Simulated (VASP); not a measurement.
Runs of VASP 6.6.1 on W. The structure is that of space group Im-3m (No. 229), or close to it. The cells are those of the table. 

| cell | further INCAR settings | gap on the mesh (eV) | pressure (GPa) |
| --- | --- | --- | --- |
| a = 2.705 Å, angles 108.7, 108.7, 111.1°, 1 atom | ALGO = Fast; EDIFF = 1e-06; NBANDS = 13 | none | 11.4 |
| a = 2.718 Å, angles 109.1, 109.1, 110.3°, 1 atom | ALGO = Fast; EDIFF = 1e-07; NBANDS = 13 | none | 5.7 |
| a = 2.732 Å, angles 110.7, 110.7, 107.0°, 1 atom | ALGO = Fast; EDIFF = 1e-06; NBANDS = 13 | none | 1.1 |
| a = 2.745 Å, angles 109.9, 109.9, 108.7°, 1 atom | ALGO = Fast; EDIFF = 1e-07; NBANDS = 13 | none | (b) |
| a = 2.705 Å, angles 109.9, 109.9, 108.7°, 1 atom | ALGO = Fast; EDIFF = 1e-06; NBANDS = 13 | none | (a) |
| a = 2.732 Å, angles 108.3, 108.3, 111.9°, 1 atom | ALGO = Fast; EDIFF = 1e-06; NBANDS = 13 | none | 1.1 |
| a = 2.718 Å, angles 110.3, 110.3, 107.8°, 1 atom | ALGO = Fast; EDIFF = 1e-06; NBANDS = 13 | none | 5.9 |

Alike in all rows: task single point; level PBEsol; potentials or basis VASP PAW PBE potentials, release 64 (W_sv); no spin polarisation; k mesh 26 × 26 × 26; cutoff (eV) 520; smearing gaussian 0.15 eV.

Task: Fill in the values left out.

Result: (a) 11.2; (b) -4.2.

Caveats: the PAW data sets were made with another functional, which shifts forces and pressure a little; spin-orbit coupling is left out, which moves the levels of the heavy elements; the cell stands under pressure (at least some runs); the cell stands under tension (at least some runs).

A k mesh can miss the band edges, and the runs leave out spin-orbit coupling on W.

A gap of «none» marks levels without a gap at the run's occupations.
